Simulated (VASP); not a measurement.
Write the native input for VASP 6.6.1 that does the following.

```yaml
Task: single point
Functional: LDA
Potentials_or_basis: VASP PAW LDA potentials, release 64 (H, Ti_sv)
Cutoff: 520 eV
k_mesh: 9 × 9 × 11
Occupations: fermi-dirac, width 0.1 eV
Spin: no spin polarisation
Dipole_correction: no
Further_INCAR_settings: ALGO = Normal; EDIFF = 1e-06; NBANDS = 14; ISYM = 0
```

The structure of TiH2 lies in POSCAR:

```
TiH2
1.0
   -1.5965000000      1.5965000000      2.1335000000
    1.5965000000     -1.5965000000      2.1335000000
    1.5965000000      1.5965000000     -2.1335000000
H Ti
2 1
Direct
    0.7500000000      0.2500000000      0.5000000000
    0.2500000000      0.7500000000      0.5000000000
    0.0000000000      0.0000000000      0.0000000000
```

One way to write it, as run:

INCAR

```
SYSTEM = TiH2
PREC     = Accurate       ! precision mode
ENCUT    = 520            ! plane-wave cutoff, eV
EDIFF    = 1E-6           ! SCF threshold, eV
ISMEAR   = -1             ! smearing method
SIGMA    = 0.1            ! smearing width, eV
LREAL    = .FALSE.        ! projectors in reciprocal space
LASPH    = .TRUE.         ! aspherical terms in the spheres
NELM     = 80             ! most SCF steps
ALGO     = Normal         ! electronic algorithm
ISIF     = 2              ! what is computed and relaxed
LWAVE    = .FALSE.        ! write WAVECAR
LCHARG   = .FALSE.        ! write CHGCAR
GGA      = CA             ! functional
NBANDS   = 14             ! bands
ISYM     = 0
```

KPOINTS

```
regular mesh
0
G
  9 9 11
  0 0 0
```

Potentials or basis: VASP PAW LDA potentials, release 64 (H, Ti_sv).

Command:

```sh
$ cat potpaw_LDA.64/H/POTCAR potpaw_LDA.64/Ti_sv/POTCAR > POTCAR
$ mpirun -np 1 vasp_std > vasp.out
```

Results of the run:

```
Pressure               : -8.5 GPa
Band gap on the k mesh : zero (band 7 reaches 7.69 eV, above the bottom of band 8 at 7.30 eV)
```

Run time: 50 s on 1 thread of Intel(R) Xeon(R) Platinum 8488C (Sapphire Rapids), on a shared host, peak memory 0.23 GiB.
